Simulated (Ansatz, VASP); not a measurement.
## Two plane-wave programs on P

Contents of POSCAR:

```
P
1.0
   -1.4537239934      1.4537239934      1.4537239934
    1.4537239934     -1.4537239934      1.4537239934
    1.4537239934      1.4537239934     -1.4537239934
P
1
Direct
    0.0000000000      0.0000000000      0.0000000000
```

The input INCAR.step1:

```
SYSTEM = P
PREC     = Accurate       ! precision mode
ENCUT    = 520            ! plane-wave cutoff, eV
ISMEAR   = 0              ! smearing method
SIGMA    = 0.05           ! smearing width, eV
LREAL    = .False.        ! projectors in reciprocal space
LASPH    = .True.         ! aspherical terms in the spheres
NELM     = 60             ! most SCF steps
NBANDS   = 8              ! bands
GGA      = PE             ! functional
ALGO     = Normal         ! electronic algorithm
EDIFF    = 1E-4           ! SCF threshold, eV
LWAVE    = .True.         ! write WAVECAR
LCHARG   = .False.        ! write CHGCAR
```

The input INCAR.step2:

```
SYSTEM = P
PREC     = Accurate       ! precision mode
ENCUT    = 520            ! plane-wave cutoff, eV
EDIFF    = 1E-6           ! SCF threshold, eV
ISMEAR   = 0              ! smearing method
SIGMA    = 0.05           ! smearing width, eV
LREAL    = .False.        ! projectors in reciprocal space
LASPH    = .True.         ! aspherical terms in the spheres
NELM     = 60             ! most SCF steps
ALGO     = Normal         ! electronic algorithm
ISIF     = 2              ! what is computed and relaxed
LWAVE    = .False.        ! write WAVECAR
LCHARG   = .True.         ! write CHGCAR
METAGGA  = R2SCAN         ! meta-GGA
LMIXTAU  = .True.       
IVDW     = 12             ! dispersion correction
VDW_S6   = 1.0          
VDW_S8   = 0.78981345   
VDW_A1   = 0.49484001   
VDW_A2   = 5.73083694   
LELF     = .True.         ! ELF
LVHAR    = .True.       
NBANDS   = 8              ! bands
ISTART   = 1
```

File KPOINTS:

```
Automatic mesh
0
Gamma
  22 22 22
  0 0 0
```

Input for Ansatz:

```yaml
crystal:
  lattice:
    - [-1.4537239934, 1.4537239934, 1.4537239934]
    - [1.4537239934, -1.4537239934, 1.4537239934]
    - [1.4537239934, 1.4537239934, -1.4537239934]
  atoms:
    - { symbol: P, position: [0.0, 0.0, 0.0] }
basis:
  ecutwfc: 500
  ecutrho_ratio: 4
kpoints:
  mp_grid: { grid: [22, 22, 22] }
hamiltonian:
  xc: r2scan
  dispersion: d3bj
scf:
  occupations: { method: gaussian, width: 0.05 }
output:
  forces: true
  stress: true
  eigenvalues: true
```

Alike in both runs: task single point; functional r2SCAN; dispersion D3(BJ); k mesh 22 × 22 × 22; occupations gaussian, width 0.05 eV; no spin polarisation.

```csv
,VASP,Ansatz
version,VASP 6.6.1,Ansatz 0.2.0
potentials or method,"VASP PAW PBE potentials, release 64 (P), cutoff 520 eV","scalar-relativistic, plane waves, PAW"
valence electrons in the cell,5,5
```

```tsv
	VASP	Ansatz	Ansatz less VASP
gap on the k mesh at the Fermi level (eV)	none	none	-
pressure (GPa)	15.5	15.8	+0.35
```

VASP's potentials were made for PBE, not for r2SCAN. A gap of «none» marks a metal or a gap that the smearing closes. Ansatz's warnings: dispersion damping borrowed.
